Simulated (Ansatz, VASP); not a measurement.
Ir in VASP and in Ansatz

```xyz
1
Lattice="0.0000 1.7661 1.9965 1.7661 0.0000 1.9965 1.7661 1.7661 0.0000" Properties=species:S:1:pos:R:3 pbc="T T T"
Ir    0.0000    0.0000    0.0000
```

Change from the starting cell: strain -0.080 along x and y, +0.040 along z, atoms carried along.

Alike in both runs: task single point; functional PBE; k mesh 22 × 22 × 22; occupations gaussian, width 0.15 eV; no spin polarisation.

|  | VASP | Ansatz |
| --- | --- | --- |
| version | VASP 6.6.1 | Ansatz 0.2.0 |
| potentials or method | VASP PAW PBE potentials, release 64 (Ir), cutoff 520 eV | scalar-relativistic, plane waves, PAW |
| valence electrons in the cell | 9 | 17 |

```csv
,VASP,Ansatz,Ansatz less VASP
gap on the k mesh at the Fermi level (eV),none,none,-
pressure (GPa),84.1,82.4,-1.76
"traceless stress, the component that is largest in VASP (GPa)",-45.12,-45.22,-0.105
```

A gap of «none» marks a metal or a gap that the smearing closes. Both programs put the cell under a high pressure, so it lies far from rest at this level. With one functional, cell and mesh, what is left measures potentials, basis and numerics. VASP's potentials hold 9 valence electrons a cell and Ansatz's 17, so a difference there can come from the potentials and not from the codes.

Spin-orbit coupling is off throughout. Noted on VASP's run: the cell as given lies far from equilibrium.
